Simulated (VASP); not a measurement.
## BN: relaxation of cell and atoms with PBE+D3(BJ)

The system is BN.

```
CELL_PARAMETERS angstrom
2.49824 0.00000 0.00000
-1.24912 2.16354 0.00000
0.00000 0.00000 6.63570
ATOMIC_POSITIONS crystal
B 0.33333 0.66667 0.25000
B 0.66667 0.33333 0.75000
N 0.33333 0.66667 0.75000
N 0.66667 0.33333 0.25000
```

```
Program                : VASP 6.6.1
Task                   : relaxation of cell and atoms
Functional             : PBE
Dispersion             : D3(BJ)
Potentials or basis    : VASP PAW PBE potentials, release 64 (B, N)
Cutoff                 : 600 eV
k mesh                 : 12 × 12 × 4
Occupations            : gaussian, width 0.02 eV
Spin                   : no spin polarisation
Dipole correction      : no
Further INCAR settings : ALGO = Normal; EDIFF = 1e-06; IBRION = 2; EDIFFG = -0.005; NSW = 100; ISIF = 3
```

The relaxed volume is 8.92 Å³/atom, the relaxed cell is a = 2.506 Å, b = 2.506 Å, c = 6.561 Å, α = 90.00°, β = 90.00°, γ = 120.00° and the space group after relaxing (to 0.05 Å) is P6_3/mmc (No. 194). The energy gained by relaxing is 0.8 meV/atom and the ionic steps are 9. The pressure after relaxing is 0.0 GPa and the band gap on the k mesh is 4.25 eV, indirect (least direct gap 4.63 eV). The dispersion energy per atom is -0.143 eV.

Step by step:
| step | energy change (eV) | largest force (eV/Å) | pressure (GPa) | volume (Å³) |
| --- | --- | --- | --- | --- |
| 1 | 0.0000 | 0.0000 | 2.26 | 35.87 |
| 2 | 0.0069 | 0.0000 | -4.50 | 36.53 |
| 3 | -0.0026 | 0.0000 | -0.12 | 36.09 |
| 4 | -0.0026 | 0.0000 | -0.09 | 36.09 |
| 5 | -0.0027 | 0.0000 | -0.07 | 36.06 |
| 6 | -0.0028 | 0.0000 | -0.05 | 35.98 |
| 7 | -0.0030 | 0.0000 | -0.01 | 35.82 |
| 8 | -0.0029 | 0.0000 | 0.08 | 35.49 |
| 9 | -0.0030 | 0.0000 | 0.01 | 35.69 |

Final structure:
```
CELL_PARAMETERS angstrom
2.50625 0.00000 0.00000
-1.25313 2.17048 0.00000
0.00000 0.00000 6.56055
ATOMIC_POSITIONS crystal
B 0.33333 0.66667 0.25000
B 0.66667 0.33333 0.75000
N 0.33333 0.66667 0.75000
N 0.66667 0.33333 0.25000
```

Levels at points of the mesh, in eV from the valence-band top:
| k point | band 6 | band 7 | band 8 | band 9 | band 10 | band 11 |
| --- | --- | --- | --- | --- | --- | --- |
| (0.00, 0.00, 0.00) | -1.34 | -1.30 | -1.30 | 5.33 | 10.44 | 11.51 |
| (0.50, 0.00, 0.00) | -4.08 | -1.49 | -0.41 | 4.25 | 5.69 | 9.51 |
| (0.00, 0.00, 0.50) | -1.32 | -1.32 | -1.32 | 7.76 | 7.76 | 11.58 |
| (0.50, 0.00, 0.50) | -4.11 | -0.92 | -0.92 | 4.72 | 4.72 | 9.89 |

Run time: 2.1 min on 1 thread of Intel Xeon 6975P-C (shared host), peak memory 0.18 GiB.

A k mesh can miss the band edges. A hybrid or GW would open this gap; PBE tends to underestimate it.
